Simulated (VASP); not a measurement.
# BiAs (CsCl type) (Pm-3m) in VASP: a series of runs

BiAs (CsCl type) is run at these levels: PBE; tasks: electric field gradients.

All numbers are computed with VASP 6.6.1; they aren't measurements. Logs are shortened: lines on timing, memory, paths and dates and some standing lists are left out, and cuts for length are marked.

### 1 The cell of the first run

It takes space group Pm-3m (No. 221, cubic). Conventional cell: a = 3.731 Å, b = 3.731 Å, c = 3.731 Å, α = 90.00°, β = 90.00°, γ = 90.00°. As (site symmetry m-3m) has 8 Bi at 3.23 Å and 6 As at 3.73 Å within 4.3 Å. Bi (site symmetry m-3m) has 8 As at 3.23 Å and 6 Bi at 3.73 Å within 4.3 Å.

### 2 Electric field gradients, PBE (volume scaled by 1.03)

Input file INCAR:

```
SYSTEM = BiAs
PREC = Accurate
ENCUT = 520
EDIFF = 1E-8
ISMEAR = -1
SIGMA = 0.05
LREAL = .False.
LASPH = .True.
NELM = 80
ALGO = Normal
ISIF = 2
LWAVE = .False.
LCHARG = .False.
GGA = PE
LEFG = .True.
NBANDS = 17
```

Input file KPOINTS:

```
regular mesh
0
Gamma
  13 13 13
  0 0 0
```

Input file POSCAR:

```
BiAs
1.0
    3.7306260189      0.0000000000      0.0000000000
    0.0000000000      3.7306260189      0.0000000000
    0.0000000000      0.0000000000      3.7306260189
As Bi
1 1
Direct
    0.0000000000      0.0000000000      0.0000000000
    0.5000000000      0.5000000000      0.5000000000
```

Potentials or basis: VASP PAW PBE potentials, release 64 (As, Bi_d).

On the command line:

```
$ cat potpaw_PBE.64/As/POTCAR potpaw_PBE.64/Bi_d/POTCAR > POTCAR
$ mpirun -np 1 vasp_std > vasp.out
```

OUTCAR:

```text
SYSTEM = BiAs
   PREC = Accurate
   ENCUT = 520
   EDIFF = 1E-8
   ISMEAR = -1
   LREAL = .False.
   LASPH = .True.
   NELM = 80
   ISIF = 2
   GGA = PE

 ion  position               nearest neighbor table
   1  0.000  0.000  0.000-   2 3.23   2 3.23   2 3.23   2 3.23   2 3.23   2 3.23   2 3.23   2 3.23

   2  0.500  0.500  0.500-   1 3.23   1 3.23   1 3.23   1 3.23   1 3.23   1 3.23   1 3.23   1 3.23

  LATTYP: Found a simple cubic cell.
 ALAT       =     3.7306260189

  Lattice vectors:

 A1 = (   3.7306260189,   0.0000000000,   0.0000000000)
 A2 = (   0.0000000000,   3.7306260189,   0.0000000000)
 A3 = (   0.0000000000,   0.0000000000,   3.7306260189)

Analysis of symmetry for initial positions (statically):
=====================================================================
 Subroutine PRICEL returns:
 Original cell was already a primitive cell.

 Routine SETGRP: Setting up the symmetry group for a
 simple cubic supercell.

 Subroutine GETGRP returns: Found 48 space group operations
 (whereof 48 operations were pure point group operations)
 out of a pool of 48 trial point group operations.

The static configuration has the point symmetry O_h .

Analysis of symmetry for dynamics (positions and initial velocities):
=====================================================================
 Subroutine PRICEL returns:
 Original cell was already a primitive cell.

 Routine SETGRP: Setting up the symmetry group for a
 simple cubic supercell.

 Subroutine GETGRP returns: Found 48 space group operations
 (whereof 48 operations were pure point group operations)
 out of a pool of 48 trial point group operations.

The dynamic configuration has the point symmetry O_h .

 Subroutine INISYM returns: Found 48 space group operations
 (whereof 48 operations are pure point group operations),
 and found     1 'primitive' translations

----------------------------------------------------------------------------------------

                                     Primitive cell

  volume of cell :      51.9213

  direct lattice vectors                    reciprocal lattice vectors
     3.730626019  0.000000000  0.000000000     0.268051527  0.000000000  0.000000000
     0.000000000  3.730626019  0.000000000     0.000000000  0.268051527  0.000000000
     0.000000000  0.000000000  3.730626019     0.000000000  0.000000000  0.268051527

[... 125 lines left out ...]
  ext. energy  EPLUGINS =         0.00000000
  ---------------------------------------------------
  free energy    TOTEN  =        -8.05254932 eV

  energy without entropy =       -8.04375006  energy(sigma->0) =       -8.04814969

 E-fermi :   6.8314     XC(G=0): -10.3266

 val. band max:        6.8312468349   @ k =   0.3077   0.3077   0.0000
 cond. band min:       6.8913155954   @ k =   0.4615   0.4615   0.3077
 fundamental gap:      0.0600687605
 Fermi energy:         6.8314013327

 k-point     1 :       0.0000    0.0000    0.0000
  band No.  band energies     occupation
      1     -16.3282      2.00000
      2     -16.3282      2.00000
      3     -16.2424      2.00000
      4     -16.2424      2.00000
      5     -16.2424      2.00000
      6      -6.8847      2.00000
[... 457 lines left out ...]
      4     -16.2554      2.00000
      5     -16.2393      2.00000
      6      -4.6097      2.00000
[... 9 lines left out ...]
     16      15.5023      0.00000
     17      17.0120      0.00000

 [... further k-points ...]

------------------------ aborting loop because EDIFF is reached ----------------------------------------

  FORCE on cell =-STRESS in cart. coord.  units (eV):
  Direction    XX          YY          ZZ          XY          YZ          ZX
  --------------------------------------------------------------------------------------
  -------------------------------------------------------------------------------------
  Total       -0.5923020     -0.5923020     -0.5923020     -0.0000000      0.0000000      0.0000000
  in kB      -18.2771570    -18.2771570    -18.2771570     -0.0000000      0.0000000      0.0000000
  external PRESSURE =     -18.2771570 kB  Pullay stress =       0.0000000 kB

 VOLUME and BASIS-vectors are now :
 -----------------------------------------------------------------------------
  energy-cutoff  :      520.00
  volume of cell :       51.92
      direct lattice vectors                 reciprocal lattice vectors
     3.730626019  0.000000000  0.000000000     0.268051527  0.000000000  0.000000000
     0.000000000  3.730626019  0.000000000     0.000000000  0.268051527  0.000000000
     0.000000000  0.000000000  3.730626019     0.000000000  0.000000000  0.268051527

 POSITION                                       TOTAL-FORCE (eV/Angst)
 -----------------------------------------------------------------------------------
      0.00000      0.00000      0.00000         0.000000      0.000000      0.000000
      1.86531      1.86531      1.86531         0.000000      0.000000      0.000000
 -----------------------------------------------------------------------------------
    total drift:                                0.000000      0.000000      0.000000

  FREE ENERGIE OF THE ION-ELECTRON SYSTEM (eV)
  ---------------------------------------------------
  free  energy   TOTEN  =        -8.0525493225 eV

  energy  without entropy=       -8.0437500626  energy(sigma->0) =       -8.04814969

 Electric field gradients (V/A^2)
---------------------------------------------------------------------
 ion       V_xx      V_yy      V_zz      V_xy      V_xz      V_yz
---------------------------------------------------------------------
   1      -0.000    -0.000    -0.000     0.000    -0.000    -0.000
   2       0.000     0.000     0.000    -0.000     0.000    -0.000
---------------------------------------------------------------------

 Electric field gradients after diagonalization (V/A^2)
 (convention: |V_zz| > |V_xx| > |V_yy|)
----------------------------------------------------------------------
 ion       V_xx      V_yy      V_zz     asymmetry (V_yy - V_xx)/ V_zz
----------------------------------------------------------------------
   1      -0.000    -0.000    -0.000      -0.180
   2       0.000     0.000     0.000      -0.149
----------------------------------------------------------------------

           NMR quadrupolar parameters

 Cq : quadrupolar parameter    Cq=e*Q*V_zz/h
 eta: asymmetry parameters     (V_yy - V_xx)/ V_zz
 Q  : nuclear electric quadrupole moment in mb (millibarn)
----------------------------------------------------------------------
 ion       Cq(MHz)       eta       Q (mb)
----------------------------------------------------------------------
   1      -0.000      -0.180       1.000
   2       0.000      -0.149       1.000
----------------------------------------------------------------------
```

stdout:

```text
POSCAR found type information on POSCAR AsBi
 POSCAR found :  2 types and       2 ions
 scaLAPACK will be used
 LDA part: xc-table for (Slater+PW92), standard interpolation
 POSCAR, INCAR and KPOINTS ok, starting setup
 FFT: planning ... GRIDC
 FFT: planning ... GRID_SOFT
 FFT: planning ... GRID
 WAVECAR not read
 entering main loop
ion   1

ion   2
```

Run time: 53 s. Hardware: 1 thread of Intel Xeon 6975P-C, shared host; peak memory 0.21 GiB.

Results:

- Free energy: -8.0525 eV
- Pressure: -1.8 GPa
- Band gap on the k mesh: zero (band 10 reaches 7.64 eV, above the bottom of band 11 at 4.90 eV)

Caveat: without QUAD_EFG the Cq values of the log hold for a quadrupole moment of 1 mb, not for the nuclei; spin-orbit coupling is left out, which moves the levels of the heavy elements.

### 3 Electric field gradients, PBE (volume scaled by 1.06)

Input file INCAR:

```
  PREC = Accurate
  ENCUT = 520
  EDIFF = 1E-8
  ISMEAR = -1
  SIGMA = 0.05
  LREAL = False
  LASPH = True
  NELM = 60
  ALGO = Normal
  ISIF = 2
  LWAVE = False
  LCHARG = False
  GGA = PE
  LEFG = True
  NBANDS = 17
```

Input file KPOINTS:

```
Automatic mesh
0
Gamma
  13 13 13
```

Input file POSCAR:

```
BiAs
1.0
    3.7664996236      0.0000000000      0.0000000000
    0.0000000000      3.7664996236      0.0000000000
    0.0000000000      0.0000000000      3.7664996236
As Bi
1 1
Direct
    0.0000000000      0.0000000000      0.0000000000
    0.5000000000      0.5000000000      0.5000000000
```

Potentials or basis: VASP PAW PBE potentials, release 64 (As, Bi_d).

On the command line:

```
$ cat potpaw_PBE.64/As/POTCAR potpaw_PBE.64/Bi_d/POTCAR > POTCAR
$ mpirun -np 1 vasp_std > vasp.out
```

OUTCAR:

```text
PREC = Accurate
   ENCUT = 520
   EDIFF = 1E-8
   ISMEAR = -1
   LREAL = False
   LASPH = True
   NELM = 60
   ISIF = 2
   GGA = PE

 ion  position               nearest neighbor table
   1  0.000  0.000  0.000-   2 3.26   2 3.26   2 3.26   2 3.26   2 3.26   2 3.26   2 3.26   2 3.26

   2  0.500  0.500  0.500-   1 3.26   1 3.26   1 3.26   1 3.26   1 3.26   1 3.26   1 3.26   1 3.26

  LATTYP: Found a simple cubic cell.
 ALAT       =     3.7664996236

  Lattice vectors:

 A1 = (   3.7664996236,   0.0000000000,   0.0000000000)
 A2 = (   0.0000000000,   3.7664996236,   0.0000000000)
 A3 = (   0.0000000000,   0.0000000000,   3.7664996236)

Analysis of symmetry for initial positions (statically):
=====================================================================
 Subroutine PRICEL returns:
 Original cell was already a primitive cell.

 Routine SETGRP: Setting up the symmetry group for a
 simple cubic supercell.

 Subroutine GETGRP returns: Found 48 space group operations
 (whereof 48 operations were pure point group operations)
 out of a pool of 48 trial point group operations.

The static configuration has the point symmetry O_h .

Analysis of symmetry for dynamics (positions and initial velocities):
=====================================================================
 Subroutine PRICEL returns:
 Original cell was already a primitive cell.

 Routine SETGRP: Setting up the symmetry group for a
 simple cubic supercell.

 Subroutine GETGRP returns: Found 48 space group operations
[... 158 lines left out ...]
  band No.  band energies     occupation
      1     -16.6468      2.00000
      2     -16.6468      2.00000
      3     -16.5692      2.00000
      4     -16.5692      2.00000
      5     -16.5692      2.00000
      6      -7.0096      2.00000
[... 457 lines left out ...]
      4     -16.5807      2.00000
      5     -16.5669      2.00000
      6      -4.8292      2.00000
[... 9 lines left out ...]
     16      15.1107      0.00000
     17      16.5689      0.00000

 [... further k-points ...]

------------------------ aborting loop because EDIFF is reached ----------------------------------------

  FORCE on cell =-STRESS in cart. coord.  units (eV):
  Direction    XX          YY          ZZ          XY          YZ          ZX
  --------------------------------------------------------------------------------------
  -------------------------------------------------------------------------------------
  Total       -1.1345616     -1.1345616     -1.1345616      0.0000000      0.0000000     -0.0000000
  in kB      -34.0192602    -34.0192602    -34.0192602      0.0000000      0.0000000     -0.0000000
  external PRESSURE =     -34.0192602 kB  Pullay stress =       0.0000000 kB

 VOLUME and BASIS-vectors are now :
 -----------------------------------------------------------------------------
  energy-cutoff  :      520.00
  volume of cell :       53.43
      direct lattice vectors                 reciprocal lattice vectors
     3.766499624  0.000000000  0.000000000     0.265498500  0.000000000  0.000000000
     0.000000000  3.766499624  0.000000000     0.000000000  0.265498500  0.000000000
     0.000000000  0.000000000  3.766499624     0.000000000  0.000000000  0.265498500

 POSITION                                       TOTAL-FORCE (eV/Angst)
 -----------------------------------------------------------------------------------
      0.00000      0.00000      0.00000         0.000000      0.000000      0.000000
      1.88325      1.88325      1.88325         0.000000      0.000000      0.000000
 -----------------------------------------------------------------------------------
    total drift:                                0.000000      0.000000      0.000000

  FREE ENERGIE OF THE ION-ELECTRON SYSTEM (eV)
  ---------------------------------------------------
  free  energy   TOTEN  =        -8.0280928877 eV

  energy  without entropy=       -8.0195871047  energy(sigma->0) =       -8.02384000

 Electric field gradients (V/A^2)
---------------------------------------------------------------------
 ion       V_xx      V_yy      V_zz      V_xy      V_xz      V_yz
---------------------------------------------------------------------
   1      -0.000    -0.000    -0.000     0.000     0.000     0.000
   2      -0.000    -0.000     0.000    -0.000    -0.000     0.000
---------------------------------------------------------------------

 Electric field gradients after diagonalization (V/A^2)
 (convention: |V_zz| > |V_xx| > |V_yy|)
----------------------------------------------------------------------
 ion       V_xx      V_yy      V_zz     asymmetry (V_yy - V_xx)/ V_zz
----------------------------------------------------------------------
   1      -0.000    -0.000    -0.000      -0.185
   2      -0.000    -0.000     0.000       0.135
----------------------------------------------------------------------

           NMR quadrupolar parameters

 Cq : quadrupolar parameter    Cq=e*Q*V_zz/h
 eta: asymmetry parameters     (V_yy - V_xx)/ V_zz
 Q  : nuclear electric quadrupole moment in mb (millibarn)
----------------------------------------------------------------------
 ion       Cq(MHz)       eta       Q (mb)
----------------------------------------------------------------------
   1      -0.000      -0.185       1.000
   2       0.000       0.135       1.000
----------------------------------------------------------------------
```

OSZICAR:

```text
N       E                     dE             d eps       ncg     rms          rms(c)
DAV:   1     0.145505364325E+03    0.14551E+03   -0.10546E+04  2856   0.128E+03
DAV:   2     0.199387528960E+01   -0.14351E+03   -0.14027E+03  3090   0.329E+02
DAV:   3    -0.792797101442E+01   -0.99218E+01   -0.97907E+01  3539   0.848E+01
DAV:   4    -0.816804610037E+01   -0.24008E+00   -0.23971E+00  3704   0.141E+01
DAV:   5    -0.817573868271E+01   -0.76926E-02   -0.76922E-02  3777   0.242E+00    0.192E+00
DAV:   6    -0.802709387707E+01    0.14864E+00   -0.59602E-01  4248   0.414E+00    0.946E-01
DAV:   7    -0.802873864092E+01   -0.16448E-02   -0.37195E-02  3108   0.101E+00    0.485E-01
DAV:   8    -0.802819268300E+01    0.54596E-03   -0.50254E-03  3458   0.497E-01    0.712E-02
DAV:   9    -0.802807910150E+01    0.11358E-03   -0.11242E-03  4005   0.166E-01    0.421E-02
DAV:  10    -0.802809321125E+01   -0.14110E-04   -0.93837E-05  3323   0.622E-02    0.118E-02
DAV:  11    -0.802809329375E+01   -0.82499E-07   -0.65628E-06  3752   0.144E-02    0.197E-03
DAV:  12    -0.802809294892E+01    0.34482E-06   -0.15948E-07  3426   0.274E-03    0.602E-04
DAV:  13    -0.802809290417E+01    0.44754E-07   -0.15603E-08  2853   0.102E-03    0.249E-04
DAV:  14    -0.802809288434E+01    0.19828E-07   -0.17220E-09  1702   0.424E-04    0.464E-05
DAV:  15    -0.802809288771E+01   -0.33715E-08   -0.39204E-10  1656   0.187E-04
   1 F= -.80280929E+01 E0= -.80238400E+01  d E =-.850578E-02
```

Run time: 43 s. Hardware: 1 thread of Intel Xeon 6975P-C, shared host; peak memory 0.21 GiB.

What came out:

| Quantity | Value |
| --- | --- |
| Free energy | -8.0281 eV |
| Pressure | -3.4 GPa |
| Band gap on the k mesh | zero (band 10 reaches 7.29 eV, above the bottom of band 11 at 4.65 eV) |

Levels at points of the mesh, in eV from the Fermi level:
| k point | band 6 | band 7 | band 8 | band 9 | band 10 | band 11 | band 12 | band 13 | band 14 | band 15 |
| --- | --- | --- | --- | --- | --- | --- | --- | --- | --- | --- |
| (0.00, 0.00, 0.00) | -13.52 | -7.80 | -1.75 | -1.75 | -1.75 | 3.97 | 3.97 | 5.09 | 5.09 | 5.09 |

Caveat: without QUAD_EFG the Cq values of the log hold for a quadrupole moment of 1 mb, not for the nuclei; spin-orbit coupling is left out, which moves the levels of the heavy elements.

[end of part 1 of 2]
